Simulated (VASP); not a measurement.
A run of VASP 6.6.1 is set up as follows.

File INCAR:

```
SYSTEM = Tl2ZnO2
  PREC = Accurate
  ENCUT = 600
  EDIFF = 1E-7
  ISMEAR = 0
  SIGMA = 0.02
  LREAL = .FALSE.
  LASPH = .TRUE.
  NELM = 120
  ALGO = Normal
  ISIF = 3
  LWAVE = .FALSE.
  LCHARG = .FALSE.
  GGA = PE
  IBRION = 2
  NSW = 100
  EDIFFG = -0.01
  GGA_COMPAT = .FALSE.
  NELMIN = 4
```

File KPOINTS:

```
Automatic mesh
0
G
  12 12 4
  0 0 0
```

Contents of POSCAR:

```
Tl2ZnO2
1.0
    3.3859590162      0.0000000000      0.0000000000
   -1.6929795081      2.9323265242      0.0000000000
    0.0000000000      0.0000000000     10.4595319819
Zn Tl O
1 2 2
Direct
    0.6666666667      0.3333333333      0.6549250541
    0.0000000000      0.0000000000      0.0226923125
    0.3333333333      0.6666666667      0.3269661306
    0.6666666667      0.3333333333      0.1752018423
    0.0000000000      0.0000000000      0.6567142405
```

Potentials or basis: VASP PAW PBE potentials, release 64 (Zn, Tl_d, O).

Launch:

```bash
$ cat potpaw_PBE.64/Zn/POTCAR potpaw_PBE.64/Tl_d/POTCAR potpaw_PBE.64/O/POTCAR > POTCAR
$ mpirun -np 1 vasp_std > vasp.out
```

Estimate the band gap on the k mesh.

0.40 eV (least direct gap 0.59 eV).

Estimate the relaxed cell.

a = 3.387 Å, b = 3.387 Å, c = 10.604 Å, α = 90.00°, β = 90.00°, γ = 120.00°.

What does it give for the relaxed volume?

21.07 Å³/atom.

Final structure:
```xyz
5
Lattice="3.3870 0.0000 0.0000 -1.6935 2.9332 0.0000 0.0000 0.0000 10.6040" Properties=species:S:1:pos:R:3 pbc="T T T"
Zn    1.6935    0.9777    6.9546
Tl    1.6935    2.9332    0.2552
Tl    0.0000    1.9555    3.4459
O     1.6935    0.9777    1.8529
O     0.0000    0.0000    6.9657
```

Caveat: spin-orbit coupling is left out, which moves the levels of the heavy elements. A k mesh can miss the band edges.
